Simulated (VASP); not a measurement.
Set up this calculation in VASP 6.6.1, as the native input.

```
Task                   : relaxation of cell and atoms
Functional             : PBE
Potentials or basis    : VASP PAW PBE potentials, release 64 (Zn)
Cutoff                 : 600 eV
k mesh                 : 8 × 8 × 8
Occupations            : methfessel-paxton, width 0.1 eV
Spin                   : no spin polarisation
Dipole correction      : no
Further INCAR settings : ALGO = Normal; EDIFF = 1e-07; IBRION = 2; EDIFFG = -0.02; NSW = 80; ISIF = 3
```

The structure of Zn lies in POSCAR:

```
Zn
1.0
    2.6356260304      0.0000000000      0.0000000000
    0.0000000000      2.6356260304      0.0000000000
    0.0000000000      0.0000000000      2.6356260304
Zn
1
Direct
    0.0000000000      0.0000000000      0.0000000000
```

One way to write it, as run:

INCAR

```
SYSTEM = Zn
PREC = Accurate ; ENCUT = 600
EDIFF = 1E-7 ; ISMEAR = 1
SIGMA = 0.1 ; LREAL = .FALSE.
LASPH = .TRUE. ; NELM = 80
ALGO = Normal ; ISIF = 3
LWAVE = .FALSE. ; LCHARG = .FALSE.
GGA = PE ; IBRION = 2
NSW = 80 ; EDIFFG = -0.02
```

KPOINTS

```
regular mesh
0
G
  8 8 8
  0 0 0
```

Potentials or basis: VASP PAW PBE potentials, release 64 (Zn).

The run is started by

```console
$ cat potpaw_PBE.64/Zn/POTCAR > POTCAR
$ mpirun -np 1 vasp_std > vasp.out
```

Results of the run:

```yaml
Relaxed_volume: 18.36 Å³/atom
Relaxed_cell: a = 2.638 Å, b = 2.638 Å, c = 2.638 Å, α = 90.00°, β = 90.00°, γ = 90.00°
Space_group_after_relaxing_to_0.05_Å: Pm-3m (No. 221)
Energy_gained_by_relaxing: 0.0 meV/atom
Ionic_steps: 2
Pressure_after_relaxing: 0.0 GPa
Band_gap_on_the_k_mesh: zero (band 6 reaches 7.20 eV, above the bottom of band 7 at -0.99 eV)
```

Wall time 17 s on 1 thread of AMD EPYC 7R43 64-Core Processor (Zen 3), on a shared host, peak memory 0.1 GiB.
